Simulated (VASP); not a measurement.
**C: single point with PBE**

The system is C.

```
CELL_PARAMETERS angstrom
2.35494 0.00000 0.00000
-1.17747 2.03944 0.00000
0.00000 0.00000 4.65131
ATOMIC_POSITIONS crystal
C 0.00000 0.00000 0.25000
C 0.00000 0.00000 0.75000
C 0.33333 0.66667 0.25000
C 0.66667 0.33333 0.75000
```

```
Program                : VASP 6.6.1
Task                   : single point
Functional             : PBE
Potentials or basis    : VASP PAW PBE potentials, release 64 (C)
Cutoff                 : 520 eV
k mesh                 : 16 × 16 × 5
Occupations            : fermi-dirac, width 0.1 eV
Spin                   : no spin polarisation
Dipole correction      : no
Further INCAR settings : ALGO = Normal; EDIFF = 1e-06; NBANDS = 16
```

| Quantity | Value |
| --- | --- |
| Pressure | 96.7 GPa |
| Band gap on the k mesh | zero (band 8 reaches 9.79 eV, above the bottom of band 9 at 9.36 eV) |

Stress tensor (GPa, compression positive):
```
97.10  0.00  0.00
 0.00 97.10  0.00
 0.00  0.00 95.97
```

Levels at points of the mesh, in eV from the Fermi level:
```
           k point  band 4  band 5  band 6  band 7  band 8  band 9  band 10  band 11  band 12  band 13
(0.00, 0.00, 0.00)   -3.22   -3.05   -3.05   -2.68   -2.68    8.98     8.98     9.63     9.63    10.65
(0.50, 0.00, 0.00)  -13.24   -7.17   -6.27   -5.18   -2.82    3.90     4.26     7.10    10.55    15.86
```

Run time: 25 s on 1 thread of AMD EPYC 7R43 64-Core Processor (Zen 3) (shared host), peak memory 0.1 GiB.
